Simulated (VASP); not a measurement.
**AgO2 (fluorite type): single point with PBE**

The system is AgO2 (fluorite type).

```
Ag O
1.0
     0.00000    2.56362    2.56362
     2.56362    0.00000    2.56362
     2.56362    2.56362    0.00000
Ag O
1 2
Direct
  0.00000 0.00000 0.00000
  0.25000 0.25000 0.25000
  0.75000 0.75000 0.75000
```

* Program: VASP 6.6.1
* Task: single point
* Functional: PBE
* Potentials or basis: VASP PAW PBE potentials, release 64 (Ag, O)
* Cutoff: 520 eV
* k mesh: 12 × 12 × 12
* Occupations: fermi-dirac, width 0.0612256 eV
* Spin: no spin polarisation

```yaml
Pressure: 2.9 GPa
Band_gap_on_the_k_mesh: zero (an odd number of electrons rules out a gap without spin polarisation)
```

Levels at points of the mesh, in eV from the Fermi level:
| k point | band 7 | band 8 | band 9 | band 10 | band 11 | band 12 | band 13 | band 14 | band 15 | band 16 |
| --- | --- | --- | --- | --- | --- | --- | --- | --- | --- | --- |
| (0.00, 0.00, 0.00) | -4.18 | -1.30 | -1.30 | -1.30 | 0.30 | 0.30 | 0.30 | 4.66 | 11.90 | 11.90 |
| (0.50, 0.00, 0.00) | -4.06 | -3.25 | -2.95 | -2.70 | -2.70 | 0.29 | 0.29 | 9.05 | 9.44 | 15.29 |
| (0.50, 0.50, 0.00) | -4.40 | -3.93 | -3.30 | -3.12 | -0.55 | 0.45 | 0.45 | 9.09 | 10.89 | 11.62 |

Wall time 65 s on 1 thread of Intel Xeon 8259CL, on a shared host, peak memory 0.18 GiB.

Caveat: an odd number of electrons without spin polarisation forces a metal; a magnetic or distorted state may lie lower.
